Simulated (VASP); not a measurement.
# Be3ZnSe4: single point with PBE

Be3ZnSe4:

```
Be Zn Se
1.0
     5.31996    0.00000    0.00000
     0.00000    5.31996    0.00000
     0.00000    0.00000    5.31996
Be Zn Se
3 1 4
Direct
  0.50000 0.00000 0.50000
  0.50000 0.50000 0.00000
  0.00000 0.50000 0.50000
  0.00000 0.00000 0.00000
  0.26277 0.73723 0.73723
  0.26277 0.26277 0.26277
  0.73723 0.73723 0.26277
  0.73723 0.26277 0.73723
```

```yaml
Program: VASP 6.6.1
Task: single point
Functional: PBE
Potentials_or_basis: VASP PAW PBE potentials, release 64 (Be, Zn, Se)
Cutoff: 600 eV
k_mesh: 4 × 4 × 4
Occupations: gaussian, width 0.02 eV
Spin: no spin polarisation
Dipole_correction: no
Further_INCAR_settings: ALGO = Normal; EDIFF = 1e-06; NBANDS = 31
```

* Pressure: 0.2 GPa
* Largest force: 0.017 eV/Å
* Band gap on the k mesh: 2.75 eV, direct

Forces on the atoms (eV/Å):
```
Be   0.000  0.000  0.000
Be   0.000  0.000  0.000
Be   0.000  0.000  0.000
Zn   0.000  0.000  0.000
Se   0.010 -0.010 -0.010
Se   0.010  0.010  0.010
Se  -0.010 -0.010  0.010
Se  -0.010  0.010 -0.010
```

Levels at points of the mesh, in eV from the valence-band top:
| k point | band 19 | band 20 | band 21 | band 22 | band 23 | band 24 |
| --- | --- | --- | --- | --- | --- | --- |
| (0.00, 0.00, 0.00) | 0.00 | 0.00 | 0.00 | 2.75 | 2.75 | 2.75 |
| (0.50, 0.00, 0.00) | -1.74 | -1.15 | -1.15 | 3.52 | 4.03 | 4.96 |
| (0.50, 0.50, 0.00) | -1.08 | -0.79 | -0.79 | 4.50 | 4.63 | 4.63 |
| (0.50, 0.50, 0.50) | -0.58 | -0.58 | -0.58 | 3.10 | 3.82 | 3.82 |

Run time: 110 s on 1 thread of AMD EPYC 9R45, with other jobs on the host, peak memory 0.31 GiB.

A k mesh can miss the band edges.
